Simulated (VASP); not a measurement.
Ru, 2 atoms in the cell. The structure is hexagonal, space group P6_3/mmc (No. 194). The conventional cell has a = 2.453 Å, b = 2.453 Å, c = 4.649 Å, α = 90.00°, β = 90.00°, γ = 120.00°. Ru (site symmetry -6m2) has 12 Ru at 2.45 to 2.72 Å within 3.2 Å. 

```yaml
Program: VASP 6.6.1
Task: single point
Functional: PBE
Potentials_or_basis: VASP PAW PBE potentials, release 64 (Ru_pv)
Cutoff: 520 eV
k_mesh: 21 × 21 × 12
Occupations: gaussian, width 0.15 eV
Spin: no spin polarisation
Dipole_correction: no
Further_INCAR_settings: ALGO = Fast; EDIFF = 1e-06; NBANDS = 21
```

Potentials or basis: VASP PAW PBE potentials, release 64 (Ru_pv).

Launch:

```bash
$ cat potpaw_PBE.64/Ru_pv/POTCAR > POTCAR
$ mpirun -np 1 vasp_std > vasp.out
```

Hardware: 1 thread of Intel(R) Xeon(R) 6975P-C (Granite Rapids) (shared host).

Q: How long does it take, and how much memory?

A: It took 66 s on 1 thread of Intel(R) Xeon(R) 6975P-C (Granite Rapids), on a shared host, peak memory 0.22 GiB. Counts: scf iterations 14, k points 336.
